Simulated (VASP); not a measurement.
Input of a VASP 6.6.1 run:

File INCAR:

```
PREC     = Accurate       # precision mode
ENCUT    = 520            # plane-wave cutoff, eV
EDIFF    = 1E-6           # SCF threshold, eV
ISMEAR   = -1             # smearing method
SIGMA    = 0.01           # smearing width, eV
LREAL    = False          # projectors in reciprocal space
LASPH    = True           # aspherical terms in the spheres
NELM     = 80             # most SCF steps
ALGO     = Normal         # electronic algorithm
ISIF     = 2              # what is computed and relaxed
LWAVE    = False          # write WAVECAR
LCHARG   = False          # write CHGCAR
GGA      = RP             # functional
NBANDS   = 18             # bands
```

Contents of KPOINTS:

```
Automatic mesh
0
Gamma
  8 8 5
```

POSCAR

```
Sc
1.0
    3.1948043737      0.0000000000      0.0000000000
   -1.5974021868      2.7668029295      0.0000000000
    0.0000000000      0.0000000000      5.0913151718
Sc
2
Direct
    0.3333333333      0.6666666667      0.2500000000
    0.6666666667      0.3333333333      0.7500000000
```

Potentials or basis: VASP PAW PBE potentials, release 64 (Sc_sv).

Command:

```sh
$ cat potpaw_PBE.64/Sc_sv/POTCAR > POTCAR
$ mpirun -np 1 vasp_std > vasp.out
```

Question: Estimate the band gap on the k mesh.

Answer: Zero (bands 11 and 12 overlap by 1.21 eV).

Question: Predict the pressure.

Answer: 8.4 GPa.

Stress tensor (GPa, compression positive):
```
8.78 0.00 0.00
0.00 8.78 0.00
0.00 0.00 7.52
```

Caveat: the cell stands under pressure; the PAW data sets were made with another functional, which shifts forces and pressure a little.
